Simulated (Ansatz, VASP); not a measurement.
## Be: VASP beside Ansatz

INCAR

```
ALGO = Normal ; EDIFF = 1E-6
ENCUT = 520 ; GGA = RP
ISIF = 2 ; ISMEAR = -1
LASPH = T ; LCHARG = F
LREAL = F ; LWAVE = F
NBANDS = 9 ; NELM = 100
PREC = Accurate ; SIGMA = 0.1
```

The input KPOINTS:

```
k-points
0
Gamma
  26 26 14
```

File POSCAR:

```
Be
1.0
    2.3156934803      0.0000000000      0.0000000000
   -1.1578467402      2.0054493813      0.0000000000
    0.0000000000      0.0000000000      3.6343303025
Be
2
Direct
    0.3333333333      0.6666666667      0.2500000000
    0.6666666667      0.3333333333      0.7500000000
```

Input for Ansatz:

```yaml
crystal:
  lattice:
    - [2.3156934803, 0.0, 0.0]
    - [-1.1578467402, 2.0054493813, 0.0]
    - [0.0, 0.0, 3.6343303025]
  atoms:
    - { symbol: Be, position: [0.3333333333, 0.6666666667, 0.25] }
    - { symbol: Be, position: [0.6666666667, 0.3333333333, 0.75] }
hamiltonian:
  xc: rpbe
  pseudopotentials:
    kind: paw
    azcp:
      Be: "pseudopotentials/Be.paw.azcp"
basis:
  ecutwfc: 420
  fft_grid_basis: typed
kpoints:
  mp_grid: { grid: [26, 26, 14], shift: [0, 0, 0] }
magnetization:
  spin_polarized: false
scf:
  occupations: { method: fermi_dirac, width: 0.1 }
output:
  stress: true
```

Alike in both runs: task single point; functional RPBE; k mesh 26 × 26 × 14; occupations fermi-dirac, width 0.1 eV; no spin polarisation.

```csv
,VASP,Ansatz
version,VASP 6.6.1,Ansatz 0.2.0
potentials or method,"VASP PAW PBE potentials, release 64 (Be), cutoff 520 eV","plane waves (420 eV) with PAW, scalar-relativistic"
valence electrons in the cell,4,4
```

```tsv
	VASP	Ansatz	Ansatz less VASP
pressure (GPa)	-4.3	-4.3	-0.01
traceless stress, the component that is largest in VASP (GPa)	0.29	0.27	-0.029
```

VASP's potentials were made for PBE, not for RPBE.
